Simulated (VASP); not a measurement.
# Cd3Ir (Pm-3m) in VASP: further runs, part 2 of 2

VASP 6.6.1. The steps go on from the part before.

## Step 3: Single point, LDA

INCAR reads:

```
  PREC = Accurate
  ENCUT = 630
  EDIFF = 1E-6
  ISMEAR = 0
  SIGMA = 0.2
  LREAL = F
  LASPH = T
  NELM = 120
  ALGO = Normal
  ISIF = 2
  LWAVE = F
  LCHARG = T
  LELF = T
  LVHAR = T
  NBANDS = 46
  GGA_COMPAT = F
```

KPOINTS reads:

```
regular mesh
0
Gamma
  5 5 5
```

POSCAR reads:

```
Cd3Ir
1.0
    4.2167000000      0.0000000000      0.0000000000
    0.0000000000      4.2167000000      0.0000000000
    0.0000000000      0.0000000000      4.2167000000
Cd Ir
3 1
Direct
    0.0000000000      0.5000000000      0.5000000000
    0.5000000000      0.0000000000      0.5000000000
    0.5000000000      0.5000000000      0.0000000000
    0.0000000000      0.0000000000      0.0000000000
```

Potentials or basis: VASP PAW LDA potentials, release 64 (Cd_sv_GW, Ir_sv_GW).

Started as:

```sh
$ cat potpaw_LDA.64/Cd_sv_GW/POTCAR potpaw_LDA.64/Ir_sv_GW/POTCAR > POTCAR
$ mpirun -np 1 vasp_std > vasp.out
```

OUTCAR:

```text
PREC = Accurate
   ENCUT = 630
   EDIFF = 1E-6
   ISMEAR = 0
   LREAL = F
   LASPH = T
   NELM = 120
   ISIF = 2

 ion  position               nearest neighbor table
   1  0.000  0.500  0.500-   4 2.98   4 2.98   4 2.98   4 2.98
   2  0.500  0.000  0.500-   4 2.98   4 2.98   4 2.98   4 2.98
   3  0.500  0.500  0.000-   4 2.98   4 2.98   4 2.98   4 2.98
   4  0.000  0.000  0.000-   1 2.98   2 2.98   3 2.98   1 2.98   2 2.98   1 2.98   3 2.98   1 2.98
                             2 2.98   3 2.98   2 2.98   3 2.98

  LATTYP: Found a simple cubic cell.
 ALAT       =     4.2167000000

  Lattice vectors:

 A1 = (   4.2167000000,   0.0000000000,   0.0000000000)
 A2 = (   0.0000000000,   4.2167000000,   0.0000000000)
 A3 = (   0.0000000000,   0.0000000000,   4.2167000000)

Analysis of symmetry for initial positions (statically):
=====================================================================
 Subroutine PRICEL returns:
 Original cell was already a primitive cell.

 Routine SETGRP: Setting up the symmetry group for a
 simple cubic supercell.

 Subroutine GETGRP returns: Found 48 space group operations
 (whereof 48 operations were pure point group operations)
 out of a pool of 48 trial point group operations.

The static configuration has the point symmetry O_h .

Analysis of symmetry for dynamics (positions and initial velocities):
=====================================================================
 Subroutine PRICEL returns:
 Original cell was already a primitive cell.

 Routine SETGRP: Setting up the symmetry group for a
 simple cubic supercell.

 Subroutine GETGRP returns: Found 48 space group operations
 (whereof 48 operations were pure point group operations)
 out of a pool of 48 trial point group operations.
[... 104 lines left out ...]
   EFERMI =   0.00;   METHOD = LEGACY
   ISMEAR =     0;   SIGMA  =   0.20  broadening in eV -4-tet -1-fermi 0-gaus
   EFERMI_NEDOS =   21; number of points for ismear=-14 and -15
   IALGO  =     38    algorithm
   IMIX   =      4    mixing-type and parameters
     AMIX     =   0.40;   BMIX     =  1.00
     AMIX_MAG =   1.60;   BMIX_MAG =  1.00
  volume/ion in A,a.u.               =      18.74       126.49
  Fermi-wavevector in a.u.,A,eV,Ry     =   1.651705  3.121269 37.118434  2.728128
  Thomas-Fermi vector in A             =   2.740439
   LORBIT       =      0    0 simple, 1 ext, 2 COOP (PROOUT), +10 PAW based schemes
   GGA     = CA    functional components
   LHFCALC =     F    Hartree Fock is set to
   AEXX    =    0.0000 exact exchange contribution
   IVDW    =     0    specifies the selected vdW correction
   LEPSILON=     F    determine dielectric tensor
   LRPA    =     F    only Hartree local field effects (RPA)
 non-spin polarized calculation
 Gauss-broadening in eV      SIGMA  =   0.20
  energy-cutoff  :      630.00
  volume of cell :       74.98
 maximum number of plane-waves:      2721
 NGX is ok and might be reduce to    36
   NGX = 17   NGY = 17   NGZ = 17

 number of electron      77.0000004 magnetization

 Free energy of the ion-electron system (eV)
  ---------------------------------------------------
  ext. energy  EPLUGINS =         0.00000000
  ---------------------------------------------------
  free energy    TOTEN  =       -15.08749764 eV

  energy without entropy =      -15.06346054  energy(sigma->0) =      -15.07547909

 E-fermi :   7.4297     XC(G=0): -12.6204

 val. band max:        7.1996245370   @ k =   0.0000   0.0000   0.0000
 cond. band min:       7.5202586407   @ k =   0.2000   0.2000   0.2000
 fundamental gap:      0.3206341037
 Fermi energy:         7.4296870075

 k-point     1 :       0.0000    0.0000    0.0000
  band No.  band energies     occupation
      1     -94.8032      2.00000
      2     -94.7969      2.00000
      3     -94.7969      2.00000
      4     -83.4076      2.00000
      5     -56.2501      2.00000
      6     -56.2501      2.00000
[... 479 lines left out ...]
     45      19.6537      0.00000
     46      19.6569      0.00000

------------------------ aborting loop because EDIFF is reached ----------------------------------------

  FORCE on cell =-STRESS in cart. coord.  units (eV):
  Direction    XX          YY          ZZ          XY          YZ          ZX
  --------------------------------------------------------------------------------------
  -------------------------------------------------------------------------------------
  Total       -5.1637489     -5.1637489     -5.1637489      0.0000000      0.0000000     -0.0000000
  in kB     -110.3462515   -110.3462515   -110.3462515      0.0000000      0.0000000     -0.0000000
  external PRESSURE =    -110.3462515 kB  Pullay stress =       0.0000000 kB

 VOLUME and BASIS-vectors are now :
 -----------------------------------------------------------------------------
  energy-cutoff  :      630.00
  volume of cell :       74.98
      direct lattice vectors                 reciprocal lattice vectors
     4.216700000  0.000000000  0.000000000     0.237152275  0.000000000  0.000000000
     0.000000000  4.216700000  0.000000000     0.000000000  0.237152275  0.000000000
     0.000000000  0.000000000  4.216700000     0.000000000  0.000000000  0.237152275

 POSITION                                       TOTAL-FORCE (eV/Angst)
 -----------------------------------------------------------------------------------
      0.00000      2.10835      2.10835         0.000000      0.000000      0.000000
      2.10835      0.00000      2.10835         0.000000      0.000000      0.000000
      2.10835      2.10835      0.00000         0.000000      0.000000      0.000000
      0.00000      0.00000      0.00000         0.000000      0.000000      0.000000
 -----------------------------------------------------------------------------------
    total drift:                                0.000000      0.000000      0.000000

  FREE ENERGIE OF THE ION-ELECTRON SYSTEM (eV)
  ---------------------------------------------------
  free  energy   TOTEN  =       -15.0874976351 eV

  energy  without entropy=      -15.0634605392  energy(sigma->0) =      -15.07547909
```

OSZICAR:

```text
N       E                     dE             d eps       ncg     rms          rms(c)
DAV:   1     0.238691771500E+04    0.23869E+04   -0.47853E+04   920   0.275E+03
DAV:   2     0.284020290283E+03   -0.21029E+04   -0.20425E+04   976   0.106E+03
DAV:   3     0.505262749601E+01   -0.27897E+03   -0.26677E+03  1402   0.496E+02
DAV:   4    -0.158539258198E+02   -0.20907E+02   -0.20279E+02  1512   0.163E+02
DAV:   5    -0.163666510949E+02   -0.51273E+00   -0.51177E+00  1416   0.260E+01    0.785E+01
DAV:   6    -0.155144973660E+02    0.85215E+00   -0.93635E+00  1288   0.183E+01    0.381E+01
DAV:   7    -0.160980639376E+02   -0.58357E+00   -0.11265E+01  1410   0.183E+01    0.269E+01
DAV:   8    -0.150744374045E+02    0.10236E+01   -0.48261E+00  1354   0.114E+01    0.217E+00
DAV:   9    -0.150875106228E+02   -0.13073E-01   -0.13776E-01  1392   0.243E+00    0.113E+00
DAV:  10    -0.150877806671E+02   -0.27004E-03   -0.44153E-03  1374   0.356E-01    0.717E-01
DAV:  11    -0.150874955866E+02    0.28508E-03   -0.13042E-03  1164   0.262E-01    0.253E-01
DAV:  12    -0.150875046049E+02   -0.90182E-05   -0.10160E-04  1398   0.104E-01    0.649E-02
DAV:  13    -0.150874988956E+02    0.57093E-05   -0.14657E-05  1048   0.340E-02    0.310E-02
DAV:  14    -0.150874976398E+02    0.12558E-05   -0.63063E-06  1090   0.167E-02    0.806E-03
DAV:  15    -0.150874976351E+02    0.47075E-08   -0.22657E-07   640   0.809E-03
   1 F= -.15087498E+02 E0= -.15075479E+02  d E =-.240371E-01
```

stdout:

```text
POSCAR found type information on POSCAR CdIr
 POSCAR found :  2 types and       4 ions
 scaLAPACK will be used
 LDA part: xc-table for (Slater(with rela. corr.)+CA(PZ))
 , standard interpolation
 POSCAR, INCAR and KPOINTS ok, starting setup
 FFT: planning ... GRIDC
 FFT: planning ... GRID_SOFT
 FFT: planning ... GRID
 WAVECAR not read
 entering main loop
```

It took 42 s on 1 thread of Intel Xeon Platinum 8488C (Sapphire Rapids), shared host; peak memory 0.21 GiB.

Results:

```
Free energy            : -15.0875 eV
Pressure               : -11.0 GPa
Band gap on the k mesh : zero (an odd number of electrons rules out a gap without spin polarisation)
```

Levels at points of the mesh, in eV from the Fermi level:
| k point | band 34 | band 35 | band 36 | band 37 | band 38 | band 39 | band 40 | band 41 | band 42 | band 43 |
| --- | --- | --- | --- | --- | --- | --- | --- | --- | --- | --- |
| (0.00, 0.00, 0.00) | -2.11 | -0.97 | -0.97 | -0.97 | -0.23 | -0.23 | -0.23 | 3.36 | 4.44 | 4.44 |

Caveat: the cell stands under tension; spin-orbit coupling is left out, which moves the levels of the heavy elements.

The gap in the log of VASP goes by the Fermi energy; the results here count the filled bands.